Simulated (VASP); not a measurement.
# La (Fd-3m) in VASP: further runs

The runs below take La through single point, with PBEsol.

All numbers are computed with VASP 6.6.1; they aren't measurements. Logs are shortened: lines on timing, memory, paths and dates and some standing lists are left out, and cuts for length are marked.

## 1. The cell of the first run

It takes space group Fd-3m (No. 227, cubic). Conventional cell: a = 6.568 Å, b = 6.568 Å, c = 6.568 Å, α = 90.00°, β = 90.00°, γ = 90.00°. Within 3.7 Å of La (site symmetry -43m) lie 4 La at 2.84 Å.

## 2. Single point, PBEsol

Contents of INCAR:

```
ALGO     = Normal         # electronic algorithm
EDIFF    = 1E-7           # SCF threshold, eV
ENCUT    = 520            # plane-wave cutoff, eV
GGA      = PS             # functional
ISIF     = 2              # what is computed and relaxed
ISMEAR   = -1             # smearing method
LASPH    = True           # aspherical terms in the spheres
LCHARG   = True           # write CHGCAR
LELF     = True           # ELF
LREAL    = False          # projectors in reciprocal space
LVHAR    = True         
LWAVE    = False          # write WAVECAR
NBANDS   = 18             # bands
NELM     = 60             # most SCF steps
PREC     = Accurate       # precision mode
SIGMA    = 0.1            # smearing width, eV
```

Contents of KPOINTS:

```
k-points
0
Gamma
  8 8 8
```

Contents of POSCAR:

```
La
1.0
    0.0000000000      3.2839129814      3.2839129814
    3.2839129814      0.0000000000      3.2839129814
    3.2839129814      3.2839129814      0.0000000000
La
2
Direct
    0.1250000000      0.1250000000      0.1250000000
    0.8750000000      0.8750000000      0.8750000000
```

Potentials or basis: VASP PAW PBE potentials, release 64 (La).

Command:

```
cat potpaw_PBE.64/La/POTCAR > POTCAR
mpirun -np 1 vasp_std > vasp.out
```

OUTCAR:

```text
EDIFF = 1E-7
   ENCUT = 520
   GGA = PS
   ISIF = 2
   ISMEAR = -1
   LASPH = True
   LREAL = False
   NELM = 60
   PREC = Accurate

 ion  position               nearest neighbor table
   1  0.125  0.125  0.125-   2 2.84   2 2.84   2 2.84   2 2.84
   2  0.875  0.875  0.875-   1 2.84   1 2.84   1 2.84   1 2.84

  LATTYP: Found a face centered cubic cell.
 ALAT       =     6.5678259628

  Lattice vectors:

 A1 = (   0.0000000000,   3.2839129814,   3.2839129814)
 A2 = (   3.2839129814,   0.0000000000,   3.2839129814)
 A3 = (   3.2839129814,   3.2839129814,   0.0000000000)

Analysis of symmetry for initial positions (statically):
=====================================================================
 Subroutine PRICEL returns:
 Original cell was already a primitive cell.

 Routine SETGRP: Setting up the symmetry group for a
 face centered cubic supercell.

 Subroutine GETGRP returns: Found 48 space group operations
 (whereof 12 operations were pure point group operations)
 out of a pool of 48 trial point group operations.

The static configuration has the point symmetry D_3d.
 The point group associated with its full space group is O_h .

Analysis of symmetry for dynamics (positions and initial velocities):
=====================================================================
 Subroutine PRICEL returns:
 Original cell was already a primitive cell.

 Routine SETGRP: Setting up the symmetry group for a
 face centered cubic supercell.

 Subroutine GETGRP returns: Found 48 space group operations
 (whereof 12 operations were pure point group operations)
 out of a pool of 48 trial point group operations.

The dynamic configuration has the point symmetry D_3d.
 The point group associated with its full space group is O_h .

 Subroutine INISYM returns: Found 48 space group operations
 (whereof 12 operations are pure point group operations),
 and found     1 'primitive' translations

----------------------------------------------------------------------------------------

                                     Primitive cell

  volume of cell :      70.8280

  direct lattice vectors                    reciprocal lattice vectors
     0.000000000  3.283912981  3.283912981    -0.152257384  0.152257384  0.152257384
     3.283912981  0.000000000  3.283912981     0.152257384 -0.152257384  0.152257384
     3.283912981  3.283912981  0.000000000     0.152257384  0.152257384 -0.152257384

  length of vectors
     4.644154276  4.644154276  4.644154276     0.263717525  0.263717525  0.263717525

  position of ions in fractional coordinates (direct lattice)
     0.125000000  0.125000000  0.125000000
     0.875000000  0.875000000  0.875000000

  ion indices of the primitive-cell ions
   primitive index   ion index
                 1           1
                 2           2

----------------------------------------------------------------------------------------

 KPOINTS: k-points

Automatic generation of k-mesh.
 Grid dimensions read from file:
 generate k-points for:    8    8    8

 Generating k-lattice:

  Cartesian coordinates                     Fractional coordinates (reciprocal lattice)
    -0.019032173  0.019032173  0.019032173     0.125000000  0.000000000  0.000000000
     0.019032173 -0.019032173  0.019032173     0.000000000  0.125000000  0.000000000
     0.019032173  0.019032173 -0.019032173     0.000000000  0.000000000  0.125000000

  Length of vectors
     0.032964691  0.032964691  0.032964691

  Shift w.r.t. Gamma in fractional coordinates (k-lattice)
     0.000000000  0.000000000  0.000000000

 Subroutine IBZKPT returns following result:
 ===========================================

 Found     29 irreducible k-points:

 Following reciprocal coordinates:
            Coordinates               Weight
  0.000000  0.000000  0.000000      1.000000
  0.125000  0.000000  0.000000      8.000000
  0.250000  0.000000  0.000000      8.000000
  0.375000  0.000000  0.000000      8.000000
  0.500000  0.000000  0.000000      4.000000
  0.125000  0.125000  0.000000      6.000000
[... 16 lines left out ...]
  0.500000  0.250000  0.125000     48.000000
 -0.375000  0.250000  0.125000     24.000000
 [... further k-points ...]
   k-points           NKPTS =     29   k-points in BZ     NKDIM =     29   number of bands    NBANDS=     18
   number of dos      NEDOS =    301   number of ions     NIONS =      2
   total plane-waves  NPLWV =  46656
   dimension x,y,z NGX =    36 NGY =   36 NGZ =   36
   dimension x,y,z NGXF=    72 NGYF=   72 NGZF=   72
   ions per type =               2
   NGX,Y,Z   is equivalent  to a cutoff of  12.89, 12.89, 12.89 a.u.
   NGXF,Y,Z  is equivalent  to a cutoff of  25.77, 25.77, 25.77 a.u.
 SYSTEM =  unknown system
   PREC   = accura    normal or accurate (medium, high low for compatibility)
   ISTART =      0    job   : 0-new  1-cont  2-samecut
   ICHARG =      2    charge: 1-file 2-atom 10-const
   ISPIN  =      1    spin polarized calculation?
   LNONCOLLINEAR =      F non collinear calculations
   LSORBIT =      F    spin-orbit coupling
   LASPH  =      T    aspherical Exc in radial PAW
   ENCUT  =  520.0 eV  38.22 Ry    6.18 a.u.   8.64  8.64  8.64*2*pi/ulx,y,z
   NELM   =     60;   NELMIN=  2; NELMDL= -5     # of ELM steps
   EDIFF  = 0.1E-06   stopping-criterion for ELM
   LREAL  =      F    real-space projection
   EDIFFG = 0.1E-05   stopping-criterion for IOM
   NSW    =      0    number of steps for IOM
   IBRION =     -1    ionic relax: 0-MD 1-quasi-New 2-CG
   NFREE  =      0    steps in history (QN), initial steepest desc. (CG)
   ISIF   =      2    stress and relaxation
   ISYM   =      2    0-nonsym 1-usesym 2-fastsym
   POTIM  = 0.5000    time-step for ionic-motion
   TEBEG  =    0.0;   TEEND  =   0.0 temperature during run
   PSTRESS=    0.0 pullay stress
   NELECT =      22.0000    total number of electrons
   NUPDOWN=      -1.0000    fix difference up-down
   EMIN   =  10.00;   EMAX   =-10.00  energy-range for DOS
   EFERMI =   0.00;   METHOD = LEGACY
   ISMEAR =    -1;   SIGMA  =   0.10  broadening in eV -4-tet -1-fermi 0-gaus
   EFERMI_NEDOS =   21; number of points for ismear=-14 and -15
   IALGO  =     38    algorithm
   IMIX   =      4    mixing-type and parameters
     AMIX     =   0.40;   BMIX     =  1.00
     AMIX_MAG =   1.60;   BMIX_MAG =  1.00
  volume/ion in A,a.u.               =      35.41       238.99
  Fermi-wavevector in a.u.,A,eV,Ry     =   1.108700  2.095139 16.724498  1.229216
  Thomas-Fermi vector in A             =   2.245231
   LORBIT       =      0    0 simple, 1 ext, 2 COOP (PROOUT), +10 PAW based schemes
   GGA     = PS    functional components
   LHFCALC =     F    Hartree Fock is set to
   AEXX    =    0.0000 exact exchange contribution
   IVDW    =     0    specifies the selected vdW correction
   LEPSILON=     F    determine dielectric tensor
   LRPA    =     F    only Hartree local field effects (RPA)
 non-spin polarized calculation
  energy-cutoff  :      520.00
  volume of cell :       70.83
 maximum number of plane-waves:      1924
   NGX = 17   NGY = 17   NGZ = 17

 number of electron      22.0000001 magnetization

 Free energy of the ion-electron system (eV)
  ---------------------------------------------------
  ext. energy  EPLUGINS =         0.00000000
  ---------------------------------------------------
  free energy    TOTEN  =        -8.82086849 eV

  energy without entropy =       -8.76015461  energy(sigma->0) =       -8.79051155

 E-fermi :   7.7545     XC(G=0):  -9.6107

 val. band max:        7.7378712064   @ k =  -0.3750   0.5000   0.1250
 cond. band min:       7.8141491424   @ k =   0.3750   0.0000   0.0000
 fundamental gap:      0.0762779360
 Fermi energy:         7.7545318062

 k-point     1 :       0.0000    0.0000    0.0000
  band No.  band energies     occupation
      1     -25.8275      2.00000
      2     -23.8676      2.00000
      3     -10.0220      2.00000
      4     -10.0220      2.00000
      5     -10.0220      2.00000
      6      -7.6965      2.00000
[... 10 lines left out ...]
     17       9.5364      0.00000
     18       9.5364      0.00000

 k-point     2 :       0.1250    0.0000    0.0000
  band No.  band energies     occupation
      1     -25.7798      2.00000
      2     -23.9335      2.00000
      3     -10.0744      2.00000
      4     -10.0744      2.00000
      5     -10.0223      2.00000
      6      -7.6529      2.00000
[... 10 lines left out ...]
     17       9.4382      0.00000
     18       9.5433      0.00000

 k-point     3 :       0.2500    0.0000    0.0000
  band No.  band energies     occupation
      1     -25.6489      2.00000
      2     -24.1078      2.00000
      3     -10.1897      2.00000
      4     -10.1897      2.00000
      5     -10.0335      2.00000
      6      -7.5279      2.00000
[... 10 lines left out ...]
     17       9.5637      0.00000
     18       9.5985      0.00000

 k-point     4 :       0.3750    0.0000    0.0000
  band No.  band energies     occupation
      1     -25.4816      2.00000
      2     -24.3178      2.00000
      3     -10.2925      2.00000
      4     -10.2925      2.00000
      5     -10.0573      2.00000
      6      -7.3763      2.00000
[... 375 lines left out ...]
      4     -10.3259      2.00000
      5      -9.6653      2.00000
      6      -7.9040      2.00000
[... 10 lines left out ...]
     17       9.4423      0.00000
     18       9.4597      0.00000

 k-point    23 :       0.5000    0.2500    0.1250
  band No.  band energies     occupation
      1     -25.3586      2.00000
      2     -24.4637      2.00000
      3     -10.6083      2.00000
      4     -10.4162      2.00000
      5      -9.5222      2.00000
      6      -7.9448      2.00000
[... 10 lines left out ...]
     17       9.5146      0.00000
     18       9.6578      0.00000

 k-point    24 :      -0.3750    0.2500    0.1250
  band No.  band energies     occupation
      1     -25.2597      2.00000
      2     -24.5765      2.00000
      3     -10.6593      2.00000
      4     -10.4576      2.00000
      5      -9.4642      2.00000
      6      -7.9552      2.00000
[... 10 lines left out ...]
     17       9.6743      0.00000
     18       9.9498      0.00000

 [... further k-points ...]
[... 5 lines left out ...]
  --------------------------------------------------------------------------------------
  -------------------------------------------------------------------------------------
  Total       -0.0001287     -0.0001287     -0.0001287      0.0000000      0.0000000     -0.0000000
  in kB       -0.0029123     -0.0029123     -0.0029123      0.0000000      0.0000000     -0.0000000
  external PRESSURE =      -0.0029123 kB  Pullay stress =       0.0000000 kB

 VOLUME and BASIS-vectors are now :
 -----------------------------------------------------------------------------
  energy-cutoff  :      520.00
  volume of cell :       70.83
      direct lattice vectors                 reciprocal lattice vectors
     0.000000000  3.283912981  3.283912981    -0.152257384  0.152257384  0.152257384
     3.283912981  0.000000000  3.283912981     0.152257384 -0.152257384  0.152257384
     3.283912981  3.283912981  0.000000000     0.152257384  0.152257384 -0.152257384

 POSITION                                       TOTAL-FORCE (eV/Angst)
 -----------------------------------------------------------------------------------
      0.82098      0.82098      0.82098        -0.000000      0.000000      0.000000
      5.74685      5.74685      5.74685         0.000000     -0.000000     -0.000000
 -----------------------------------------------------------------------------------
    total drift:                               -0.000000      0.000000      0.000000

  FREE ENERGIE OF THE ION-ELECTRON SYSTEM (eV)
  ---------------------------------------------------
  free  energy   TOTEN  =        -8.8208684891 eV

  energy  without entropy=       -8.7601546104  energy(sigma->0) =       -8.79051155
```

Wall time 23 s (1 thread of Intel Xeon Platinum 8481C at 2.70GHz (Sapphire Rapids), shared host); peak memory 0.22 GiB.

What came out:

| Item | Value |
| --- | --- |
| Free energy | -8.8209 eV |
| Pressure | 0.0 GPa |
| Band gap on the k mesh | zero (band 11 reaches 7.89 eV, above the bottom of band 12 at 7.59 eV) |

Caveat: the PAW data sets were made with another functional, which shifts forces and pressure a little; spin-orbit coupling is left out, which moves the levels of the heavy elements.

## 3. Single point, PBEsol (volume scaled by 0.88)

Contents of INCAR:

```
SYSTEM = La
  PREC = Accurate
  ENCUT = 520
  EDIFF = 1E-6
  ISMEAR = -1
  SIGMA = 0.1
  LREAL = .False.
  LASPH = .True.
  NELM = 100
  ALGO = Normal
  ISIF = 2
  LWAVE = .False.
  LCHARG = .False.
  GGA = PS
  NBANDS = 18
```

Contents of KPOINTS:

```
regular mesh
0
Gamma
  9 9 9
  0 0 0
```

Contents of POSCAR:

```
La
1.0
    0.0000000000      3.1469211736      3.1469211736
    3.1469211736      0.0000000000      3.1469211736
    3.1469211736      3.1469211736      0.0000000000
La
2
Direct
    0.1250000000      0.1250000000      0.1250000000
    0.8750000000      0.8750000000      0.8750000000
```

Potentials or basis: VASP PAW PBE potentials, release 64 (La).

Command:

```
cat potpaw_PBE.64/La/POTCAR > POTCAR
mpirun -np 1 vasp_std > vasp.out
```

Wall time 24 s (1 thread of Intel Xeon Platinum 8481C at 2.70GHz (Sapphire Rapids), shared host); peak memory 0.22 GiB.

Results (log left out):

- Free energy: -8.5938 eV
- Pressure: 9.7 GPa
- Band gap on the k mesh: zero (band 11 reaches 8.97 eV, above the bottom of band 12 at 8.89 eV)

Levels at points of the mesh, in eV from the Fermi level:
```csv
k point,band 7,band 8,band 9,band 10,band 11,band 12,band 13,band 14,band 15,band 16
"(0.00, 0.00, 0.00)",-15.07,-15.07,-2.30,-0.91,-0.91,1.06,1.06,1.06,1.98,1.98
```

Caveat: the PAW data sets were made with another functional, which shifts forces and pressure a little; spin-orbit coupling is left out, which moves the levels of the heavy elements.

## 4. Single point, PBEsol (volume scaled by 0.92)

Contents of INCAR:

```
PREC = Accurate
ENCUT = 520
EDIFF = 1E-7
ISMEAR = -1
SIGMA = 0.1
LREAL = F
LASPH = T
NELM = 60
ALGO = Normal
ISIF = 2
LWAVE = F
LCHARG = F
GGA = PS
NBANDS = 18
```

Contents of KPOINTS:

```
regular mesh
0
Gamma
  9 9 9
```

Contents of POSCAR:

```
La
1.0
    0.0000000000      3.1938970720      3.1938970720
    3.1938970720      0.0000000000      3.1938970720
    3.1938970720      3.1938970720      0.0000000000
La
2
Direct
    0.1250000000      0.1250000000      0.1250000000
    0.8750000000      0.8750000000      0.8750000000
```

Command:

```
cat potpaw_PBE.64/La/POTCAR > POTCAR
mpirun -np 1 vasp_std > vasp.out
```

Run time: 27 s. Hardware: 1 thread of Intel Xeon Platinum 8481C at 2.70GHz (Sapphire Rapids), shared host; peak memory 0.22 GiB.

Results (log left out):

| Quantity | Value |
| --- | --- |
| Free energy | -8.7282 eV |
| Pressure | 5.6 GPa |
| Band gap on the k mesh | zero (band 11 reaches 8.55 eV, above the bottom of band 12 at 8.46 eV) |

Levels at points of the mesh, in eV from the Fermi level:
```
           k point  band 8  band 9  band 10  band 11  band 12  band 13  band 14  band 15
(0.00, 0.00, 0.00)  -15.20   -2.32    -0.87    -0.87     1.02     1.02     1.02     1.91
```

Caveat: the PAW data sets were made with another functional, which shifts forces and pressure a little; spin-orbit coupling is left out, which moves the levels of the heavy elements.

(Continued in part 2 of 2.)
